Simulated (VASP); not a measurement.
Wanted: the native input for a VASP 6.6.1 run.

| Property | Result |
| --- | --- |
| Task | single point |
| Functional | PBE |
| Potentials or basis | VASP PAW PBE potentials, release 64 (Y_sv, Al, N) |
| Cutoff | 520 eV |
| k mesh | 6 × 6 × 6 |
| Occupations | gaussian, width 0.02 eV |
| Spin | no spin polarisation |
| Dipole correction | no |
| Further INCAR settings | ALGO = Normal; EDIFF = 1e-07; NBANDS = 52 |

The structure of Y2AlN3 lies in POSCAR:

```
Y2AlN3
1.0
    5.6161706507     -3.1311654560      0.0000000000
    5.6161706507      3.1311654560      0.0000000000
    0.0000000000      0.0000000000      5.1177834964
Y Al N
4 2 6
Direct
    0.4758228390      0.8417254565      0.4542660791
    0.1582745435      0.5241771610      0.4542660791
    0.5241771610      0.1582745435      0.9542660791
    0.8417254565      0.4758228390      0.9542660791
    0.8410560737      0.1589439263      0.4818953237
    0.1589439263      0.8410560737      0.9818953237
    0.4654156600      0.8320836334      0.9159463917
    0.1679163666      0.5345843400      0.9159463917
    0.5345843400      0.1679163666      0.4159463917
    0.8320836334      0.4654156600      0.4159463917
    0.8773926888      0.1226073112      0.8496787146
    0.1226073112      0.8773926888      0.3496787146
```

The input as run:

INCAR

```
SYSTEM = Y2AlN3
ALGO = Normal
EDIFF = 1E-7
ENCUT = 520
GGA = PE
ISIF = 2
ISMEAR = 0
LASPH = .True.
LCHARG = .True.
LELF = .True.
LREAL = .False.
LVHAR = .True.
LWAVE = .False.
NBANDS = 52
NELM = 80
PREC = Accurate
SIGMA = 0.02
```

KPOINTS

```
k-points
0
Gamma
  6 6 6
  0 0 0
```

Potentials or basis: VASP PAW PBE potentials, release 64 (Y_sv, Al, N).

The run is started by

```sh
$ cat potpaw_PBE.64/Y_sv/POTCAR potpaw_PBE.64/Al/POTCAR potpaw_PBE.64/N/POTCAR > POTCAR
$ mpirun -np 1 vasp_std > vasp.out
```

It gave:

```yaml
Pressure: -0.2 GPa
Largest_force: 0.008 eV/Å
Band_gap_on_the_k_mesh: 1.86 eV
```

Wall time 9.9 min on 1 thread of Intel(R) Xeon(R) Platinum 8175M CPU @ 2.50GHz (Skylake/Cascade Lake), with other jobs on the host, peak memory 0.55 GiB.
